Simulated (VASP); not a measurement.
Input of a VASP 6.6.1 run:

INCAR

```
PREC = Accurate
ENCUT = 520
EDIFF = 1E-6
ISMEAR = 0
SIGMA = 0.1
LREAL = F
LASPH = T
NELM = 100
ALGO = Normal
ISIF = 2
LWAVE = F
LCHARG = F
GGA = PE
NBANDS = 55
```

The input KPOINTS:

```
Automatic mesh
0
Gamma
  2 2 2
```

The input POSCAR:

```
In2Te2O
1.0
    0.0000000000      0.0000000000     -7.1734719458
    6.2136143653     -3.7706754254      0.0000000000
   -6.2136143653     -3.7706754254      0.0000000000
In Te O
4 4 2
Direct
    0.2211534531      0.9756620720      0.6882627037
    0.2211534531      0.6882627037      0.9756620720
    0.7211534531      0.3117372963      0.0243379280
    0.7211534531      0.0243379280      0.3117372963
    0.3195361038      0.3533105308      0.0542580597
    0.3195361038      0.0542580597      0.3533105308
    0.8195361038      0.6466894692      0.9457419403
    0.8195361038      0.9457419403      0.6466894692
    0.3156208863      0.7431770412      0.7431770412
    0.8156208863      0.2568229588      0.2568229588
```

Potentials or basis: VASP PAW PBE potentials, release 64 (In_d, Te, O).

Run with:

```console
$ cat potpaw_PBE.64/In_d/POTCAR potpaw_PBE.64/Te/POTCAR potpaw_PBE.64/O/POTCAR > POTCAR
$ mpirun -np 1 vasp_std > vasp.out
```

Problem. Estimate the largest force.

Solution. 0.069 eV/Å.

Problem. What does it give for the band gap on the k mesh?

Solution. 1.20 eV.

Stress tensor (GPa, compression positive):
```
 0.16  0.00  0.00
 0.00  0.08  0.00
 0.00  0.00 -0.01
```

Caveat: the k points lie up to 0.49 Å⁻¹ apart; spin-orbit coupling is left out, which moves the levels of the heavy elements.
